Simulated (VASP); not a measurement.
Input of a VASP 6.6.1 run:

Contents of INCAR:

```
PREC = Accurate
ENCUT = 520
EDIFF = 1E-6
ISMEAR = -1
SIGMA = 0.1
LREAL = False
LASPH = True
NELM = 60
ALGO = Normal
ISIF = 2
LWAVE = False
LCHARG = False
GGA = PE
NBANDS = 12
```

File KPOINTS:

```
Automatic mesh
0
Gamma
  16 16 16
```

File POSCAR:

```
Au
1.0
    2.3814794402      0.0000000000      0.0000000000
    0.0000000000      2.3814794402      0.0000000000
    0.0000000000      0.0000000000      2.3814794402
Au
1
Direct
    0.0000000000      0.0000000000      0.0000000000
```

Potentials or basis: VASP PAW PBE potentials, release 64 (Au).

Launch:

```console
$ cat potpaw_PBE.64/Au/POTCAR > POTCAR
$ mpirun -np 1 vasp_std > vasp.out
```

(1) Estimate the pressure.

Results:

(1) 149.2 GPa.
